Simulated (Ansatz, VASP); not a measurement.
WS2 in VASP and in Ansatz

INCAR

```
PREC     = Accurate       # precision mode
ENCUT    = 520            # plane-wave cutoff, eV
EDIFF    = 1E-7           # SCF threshold, eV
ISMEAR   = 0              # smearing method
SIGMA    = 0.02           # smearing width, eV
LREAL    = F              # projectors in reciprocal space
LASPH    = T              # aspherical terms in the spheres
NELM     = 100            # most SCF steps
ALGO     = Normal         # electronic algorithm
ISIF     = 2              # what is computed and relaxed
LWAVE    = F              # write WAVECAR
LCHARG   = T              # write CHGCAR
LDIPOL   = T            
IDIPOL   = 3            
DIPOL    = 0.5 0.5 0.500
GGA      = PE             # functional
IVDW     = 12             # dispersion correction
LELF     = T              # ELF
LVHAR    = T            
LVACPOTAV= T            
NBANDS   = 20             # bands
```

The input KPOINTS:

```
regular mesh
0
Gamma
  12 12 1
```

The input POSCAR:

```
WS2
1.0
    3.1593824567      0.0000000000      0.0000000000
   -1.5796912283      2.7361054677      0.0000000000
    0.0000000000      0.0000000000     32.2996392432
S W
2 1
Direct
    0.3333333333      0.6666666667      0.4512038809
    0.3333333333      0.6666666667      0.5487961191
    0.6666666667      0.3333333333      0.5000000000
```

Input for Ansatz:

```yaml
crystal:
  lattice:
    - [3.1593824567, 0.0, 0.0]
    - [-1.5796912283, 2.7361054677, 0.0]
    - [0.0, 0.0, 32.2996392432]
  atoms:
    - { symbol: S, position: [0.3333333333, 0.6666666667, 0.4512038809] }
    - { symbol: W, position: [0.6666666667, 0.3333333333, 0.5] }
    - { symbol: S, position: [0.3333333333, 0.6666666667, 0.5487961191] }
  periodic: [true, true, false]
basis:
  ecutwfc: 420
kpoints:
  mp_grid: { grid: [12, 12, 1] }
  band_path:
    path:
      - [0.0, 0.0, 0.0]
      - [0.05, 0.0, 0.0]
      - [0.1, 0.0, 0.0]
      - [0.15, 0.0, 0.0]
      - [0.2, 0.0, 0.0]
      - [0.25, 0.0, 0.0]
      - [0.3, 0.0, 0.0]
      - [0.35, 0.0, 0.0]
      - [0.4, 0.0, 0.0]
      - [0.45, 0.0, 0.0]
      - [0.5, 0.0, 0.0]
      - [0.4833333333, 0.0333333333, 0.0]
      - [0.4666666667, 0.0666666667, 0.0]
      - [0.45, 0.1, 0.0]
      - [0.4333333333, 0.1333333333, 0.0]
      - [0.4166666667, 0.1666666667, 0.0]
      - [0.4, 0.2, 0.0]
      - [0.3833333333, 0.2333333333, 0.0]
      - [0.3666666667, 0.2666666667, 0.0]
      - [0.35, 0.3, 0.0]
      - [0.3333333333, 0.3333333333, 0.0]
      - [0.3, 0.3, 0.0]
      - [0.2666666667, 0.2666666667, 0.0]
      - [0.2333333333, 0.2333333333, 0.0]
      - [0.2, 0.2, 0.0]
      - [0.1666666667, 0.1666666667, 0.0]
      - [0.1333333333, 0.1333333333, 0.0]
      - [0.1, 0.1, 0.0]
      - [0.0666666667, 0.0666666667, 0.0]
      - [0.0333333333, 0.0333333333, 0.0]
    npoints: 1
hamiltonian:
  xc: pbe
  dispersion: d3bj
scf:
  occupations: { method: gaussian, width: 0.02 }
  n_extra_bands: 6
output:
  forces: true
  stress: true
  eigenvalues: true
  write_density: true
  write_potential: true
  elf: true
  volumetric_format: npy
```

Alike in both runs: task single point; functional PBE; dispersion D3(BJ); k mesh 12 × 12 × 1; occupations gaussian, width 0.02 eV; no spin polarisation.

|  | VASP | Ansatz |
| --- | --- | --- |
| version | VASP 6.6.1 | Ansatz 0.2.0 |
| potentials or method | VASP PAW PBE potentials, release 64 (S, W_sv), cutoff 520 eV | scalar-relativistic, plane waves, PAW |
| valence electrons in the cell | 26 | 26 |

|  | VASP | Ansatz | Ansatz less VASP |
| --- | --- | --- | --- |
| gap on the k mesh at the Fermi level (eV) | 1.92 | 1.92 | -0.004 |
| least direct gap on the mesh (eV) | 1.92 | 1.92 | -0.004 |

Ansatz's warnings: xc potential rough in thin density.

Spin-orbit coupling is off throughout.
